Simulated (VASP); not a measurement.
# TePb (Pm-3m) in VASP: further runs

The runs below take TePb through electric field gradients, density of states, elastic constants, with PBE, PBE+D3(BJ), LDA.

Program: VASP 6.6.1. These are calculated values, not measurements. Logs are shortened: lines on timing, memory, paths and dates and some standing lists are left out, and cuts for length are marked.

## Step 1: The cell of the first run

The structure is cubic, space group Pm-3m (No. 221). The conventional cell has a = 4.002 Å, b = 4.002 Å, c = 4.002 Å, α = 90.00°, β = 90.00°, γ = 90.00°. Within 4.6 Å of Pb (site symmetry m-3m) lie 8 Te at 3.47 Å and 6 Pb at 4.00 Å. Within 4.6 Å of Te (site symmetry m-3m) lie 8 Pb at 3.47 Å and 6 Te at 4.00 Å.

## Step 2: Electric field gradients, PBE

The input, INCAR:

```
SYSTEM = TePb
PREC = Accurate ; ENCUT = 520
EDIFF = 1E-8 ; ISMEAR = -1
SIGMA = 0.05 ; LREAL = .False.
LASPH = .True. ; NELM = 100
ALGO = Normal ; ISIF = 2
LWAVE = .False. ; LCHARG = .False.
GGA = PE ; LEFG = .True.
NBANDS = 17
```

The input, KPOINTS:

```
Automatic mesh
0
Gamma
  7 7 7
  0 0 0
```

The input, POSCAR:

```
TePb
1.0
    4.0022870000      0.0000000000      0.0000000000
    0.0000000000      4.0022870000      0.0000000000
    0.0000000000      0.0000000000      4.0022870000
Pb Te
1 1
Direct
    0.0000000000      0.0000000000      0.0000000000
    0.5000000000      0.5000000000      0.5000000000
```

Potentials or basis: VASP PAW PBE potentials, release 64 (Pb_d, Te).

Run with:

```sh
$ cat potpaw_PBE.64/Pb_d/POTCAR potpaw_PBE.64/Te/POTCAR > POTCAR
$ mpirun -np 1 vasp_std > vasp.out
```

OUTCAR:

```text
SYSTEM = TePb
   PREC = Accurate
   ENCUT = 520
   EDIFF = 1E-8
   ISMEAR = -1
   LREAL = .False.
   LASPH = .True.
   NELM = 100
   ISIF = 2
   GGA = PE

 ion  position               nearest neighbor table
   1  0.000  0.000  0.000-   2 3.47   2 3.47   2 3.47   2 3.47   2 3.47   2 3.47   2 3.47   2 3.47

   2  0.500  0.500  0.500-   1 3.47   1 3.47   1 3.47   1 3.47   1 3.47   1 3.47   1 3.47   1 3.47

  LATTYP: Found a simple cubic cell.
 ALAT       =     4.0022870000

  Lattice vectors:

 A1 = (   4.0022870000,   0.0000000000,   0.0000000000)
 A2 = (   0.0000000000,   4.0022870000,   0.0000000000)
 A3 = (   0.0000000000,   0.0000000000,   4.0022870000)

Analysis of symmetry for initial positions (statically):
=====================================================================
 Subroutine PRICEL returns:
 Original cell was already a primitive cell.

 Routine SETGRP: Setting up the symmetry group for a
 simple cubic supercell.

 Subroutine GETGRP returns: Found 48 space group operations
 (whereof 48 operations were pure point group operations)
 out of a pool of 48 trial point group operations.

The static configuration has the point symmetry O_h .

Analysis of symmetry for dynamics (positions and initial velocities):
=====================================================================
 Subroutine PRICEL returns:
 Original cell was already a primitive cell.

 Routine SETGRP: Setting up the symmetry group for a
 simple cubic supercell.

 Subroutine GETGRP returns: Found 48 space group operations
 (whereof 48 operations were pure point group operations)
 out of a pool of 48 trial point group operations.

The dynamic configuration has the point symmetry O_h .

 Subroutine INISYM returns: Found 48 space group operations
 (whereof 48 operations are pure point group operations),
 and found     1 'primitive' translations

----------------------------------------------------------------------------------------

                                     Primitive cell

  volume of cell :      64.1098

  direct lattice vectors                    reciprocal lattice vectors
     4.002287000  0.000000000  0.000000000     0.249857144  0.000000000  0.000000000
     0.000000000  4.002287000  0.000000000     0.000000000  0.249857144  0.000000000
     0.000000000  0.000000000  4.002287000     0.000000000  0.000000000  0.249857144

  length of vectors
     4.002287000  4.002287000  4.002287000     0.249857144  0.249857144  0.249857144

  position of ions in fractional coordinates (direct lattice)
     0.000000000  0.000000000  0.000000000
     0.500000000  0.500000000  0.500000000

  ion indices of the primitive-cell ions
   primitive index   ion index
                 1           1
                 2           2

----------------------------------------------------------------------------------------

 KPOINTS: Automatic mesh

Automatic generation of k-mesh.
 Grid dimensions read from file:
 generate k-points for:    7    7    7

 Generating k-lattice:

  Cartesian coordinates                     Fractional coordinates (reciprocal lattice)
     0.035693878  0.000000000  0.000000000     0.142857143  0.000000000  0.000000000
     0.000000000  0.035693878  0.000000000     0.000000000  0.142857143  0.000000000
     0.000000000  0.000000000  0.035693878     0.000000000  0.000000000  0.142857143

  Length of vectors
     0.035693878  0.035693878  0.035693878

  Shift w.r.t. Gamma in fractional coordinates (k-lattice)
     0.000000000  0.000000000  0.000000000

 Subroutine IBZKPT returns following result:
 ===========================================

 Found     20 irreducible k-points:

 Following reciprocal coordinates:
            Coordinates               Weight
  0.000000  0.000000  0.000000      1.000000
  0.142857  0.000000  0.000000      6.000000
  0.285714  0.000000  0.000000      6.000000
  0.428571  0.000000  0.000000      6.000000
  0.142857  0.142857  0.000000     12.000000
  0.285714  0.142857  0.000000     24.000000
[... 12 lines left out ...]
  0.428571  0.428571  0.285714     24.000000
  0.428571  0.428571  0.428571      8.000000
   k-points           NKPTS =     20   k-points in BZ     NKDIM =     20   number of bands    NBANDS=     17
   number of dos      NEDOS =    301   number of ions     NIONS =      2
   total plane-waves  NPLWV =  27000
   dimension x,y,z NGX =    30 NGY =   30 NGZ =   30
   dimension x,y,z NGXF=    60 NGYF=   60 NGZF=   60
   ions per type =               1   1
   NGX,Y,Z   is equivalent  to a cutoff of  12.46, 12.46, 12.46 a.u.
   NGXF,Y,Z  is equivalent  to a cutoff of  24.92, 24.92, 24.92 a.u.
 SYSTEM =  TePb
   PREC   = accura    normal or accurate (medium, high low for compatibility)
   ISTART =      0    job   : 0-new  1-cont  2-samecut
   ICHARG =      2    charge: 1-file 2-atom 10-const
   ISPIN  =      1    spin polarized calculation?
   LNONCOLLINEAR =      F non collinear calculations
   LSORBIT =      F    spin-orbit coupling
   LASPH  =      T    aspherical Exc in radial PAW
   ENCUT  =  520.0 eV  38.22 Ry    6.18 a.u.   7.44  7.44  7.44*2*pi/ulx,y,z
   NELM   =    100;   NELMIN=  2; NELMDL= -5     # of ELM steps
   EDIFF  = 0.1E-07   stopping-criterion for ELM
   LREAL  =      F    real-space projection
   EDIFFG = 0.1E-06   stopping-criterion for IOM
   NSW    =      0    number of steps for IOM
   IBRION =     -1    ionic relax: 0-MD 1-quasi-New 2-CG
   NFREE  =      0    steps in history (QN), initial steepest desc. (CG)
   ISIF   =      2    stress and relaxation
   ISYM   =      2    0-nonsym 1-usesym 2-fastsym
   POTIM  = 0.5000    time-step for ionic-motion
   TEBEG  =    0.0;   TEEND  =   0.0 temperature during run
   PSTRESS=    0.0 pullay stress
   NELECT =      20.0000    total number of electrons
   NUPDOWN=      -1.0000    fix difference up-down
   EMIN   =  10.00;   EMAX   =-10.00  energy-range for DOS
   EFERMI =   0.00;   METHOD = LEGACY
   ISMEAR =    -1;   SIGMA  =   0.05  broadening in eV -4-tet -1-fermi 0-gaus
   EFERMI_NEDOS =   21; number of points for ismear=-14 and -15
   IALGO  =     38    algorithm
   IMIX   =      4    mixing-type and parameters
     AMIX     =   0.40;   BMIX     =  1.00
     AMIX_MAG =   1.60;   BMIX_MAG =  1.00
  volume/ion in A,a.u.               =      32.05       216.32
  Fermi-wavevector in a.u.,A,eV,Ry     =   1.110307  2.098177 16.773027  1.232783
  Thomas-Fermi vector in A             =   2.246857
   LORBIT       =      0    0 simple, 1 ext, 2 COOP (PROOUT), +10 PAW based schemes
   GGA     = PE    functional components
   LHFCALC =     F    Hartree Fock is set to
   AEXX    =    0.0000 exact exchange contribution
   IVDW    =     0    specifies the selected vdW correction
   LEPSILON=     F    determine dielectric tensor
   LRPA    =     F    only Hartree local field effects (RPA)
 non-spin polarized calculation
  energy-cutoff  :      520.00
  volume of cell :       64.11
 maximum number of plane-waves:      1751
 NGX is ok and might be reduce to    30
   NGX = 15   NGY = 15   NGZ = 15

 number of electron      20.0000009 magnetization

 Free energy of the ion-electron system (eV)
  ---------------------------------------------------
  ext. energy  EPLUGINS =         0.00000000
  ---------------------------------------------------
  free energy    TOTEN  =        -7.06110274 eV

  energy without entropy =       -7.04749680  energy(sigma->0) =       -7.05429977

 E-fermi :   6.3840     XC(G=0):  -9.6830

 val. band max:        6.3115666577   @ k =   0.1429   0.1429   0.1429
 cond. band min:       6.3868656772   @ k =   0.4286   0.2857   0.0000
 fundamental gap:      0.0752990196
 Fermi energy:         6.3839933131

 k-point     1 :       0.0000    0.0000    0.0000
  band No.  band energies     occupation
      1     -10.7735      2.00000
      2     -10.7735      2.00000
      3     -10.6905      2.00000
      4     -10.6905      2.00000
      5     -10.6905      2.00000
      6      -5.7739      2.00000
[... 9 lines left out ...]
     16      16.3438      0.00000
     17      17.4050      0.00000

 k-point     2 :       0.1429    0.0000    0.0000
  band No.  band energies     occupation
      1     -10.7728      2.00000
      2     -10.7604      2.00000
      3     -10.6953      2.00000
      4     -10.6953      2.00000
      5     -10.6901      2.00000
      6      -5.6121      2.00000
[... 9 lines left out ...]
     16      16.4254      0.00000
     17      16.7839      0.00000
[... 341 lines left out ...]
 k-point    20 :       0.4286    0.4286    0.4286
  band No.  band energies     occupation
      1     -10.7423      2.00000
      2     -10.7405      2.00000
      3     -10.7405      2.00000
      4     -10.6669      2.00000
      5     -10.6669      2.00000
      6      -3.3973      2.00000
[... 9 lines left out ...]
     16      18.8055      0.00000
     17      20.7968      0.00000

------------------------ aborting loop because EDIFF is reached ----------------------------------------

  FORCE on cell =-STRESS in cart. coord.  units (eV):
  Direction    XX          YY          ZZ          XY          YZ          ZX
  --------------------------------------------------------------------------------------
  -------------------------------------------------------------------------------------
  Total       -0.0189909     -0.0189909     -0.0189909     -0.0000000      0.0000000      0.0000000
  in kB       -0.4746028     -0.4746028     -0.4746028     -0.0000000      0.0000000      0.0000000
  external PRESSURE =      -0.4746028 kB  Pullay stress =       0.0000000 kB

 VOLUME and BASIS-vectors are now :
 -----------------------------------------------------------------------------
  energy-cutoff  :      520.00
  volume of cell :       64.11
      direct lattice vectors                 reciprocal lattice vectors
     4.002287000  0.000000000  0.000000000     0.249857144  0.000000000  0.000000000
     0.000000000  4.002287000  0.000000000     0.000000000  0.249857144  0.000000000
     0.000000000  0.000000000  4.002287000     0.000000000  0.000000000  0.249857144

 POSITION                                       TOTAL-FORCE (eV/Angst)
 -----------------------------------------------------------------------------------
      0.00000      0.00000      0.00000         0.000000      0.000000      0.000000
      2.00114      2.00114      2.00114         0.000000      0.000000      0.000000
 -----------------------------------------------------------------------------------
    total drift:                                0.000000     -0.000000     -0.000000

  FREE ENERGIE OF THE ION-ELECTRON SYSTEM (eV)
  ---------------------------------------------------
  free  energy   TOTEN  =        -7.0611027410 eV

  energy  without entropy=       -7.0474967994  energy(sigma->0) =       -7.05429977

 Electric field gradients (V/A^2)
---------------------------------------------------------------------
 ion       V_xx      V_yy      V_zz      V_xy      V_xz      V_yz
---------------------------------------------------------------------
   1       0.000     0.000    -0.000     0.000    -0.000     0.000
   2      -0.000    -0.000    -0.000     0.000    -0.000    -0.000
---------------------------------------------------------------------

 Electric field gradients after diagonalization (V/A^2)
 (convention: |V_zz| > |V_xx| > |V_yy|)
----------------------------------------------------------------------
 ion       V_xx      V_yy      V_zz     asymmetry (V_yy - V_xx)/ V_zz
----------------------------------------------------------------------
   1       0.000     0.000    -0.000       0.041
   2      -0.000    -0.000    -0.000      -0.072
----------------------------------------------------------------------

           NMR quadrupolar parameters

 Cq : quadrupolar parameter    Cq=e*Q*V_zz/h
 eta: asymmetry parameters     (V_yy - V_xx)/ V_zz
 Q  : nuclear electric quadrupole moment in mb (millibarn)
----------------------------------------------------------------------
 ion       Cq(MHz)       eta       Q (mb)
----------------------------------------------------------------------
   1      -0.000       0.041       1.000
   2      -0.000      -0.072       1.000
----------------------------------------------------------------------
```

Run time: 22 s. Hardware: 1 thread of Intel Xeon Platinum 8488C (Sapphire Rapids), shared host; peak memory 0.17 GiB.

Results:

```
Free energy            : -7.0611 eV
Pressure               : 0.0 GPa
Band gap on the k mesh : zero (band 10 reaches 6.56 eV, above the bottom of band 11 at 5.77 eV)
```

Caveat: without QUAD_EFG the Cq values of the log hold for a quadrupole moment of 1 mb, not for the nuclei; spin-orbit coupling is left out, which moves the levels of the heavy elements.

[end of part 1 of 2]
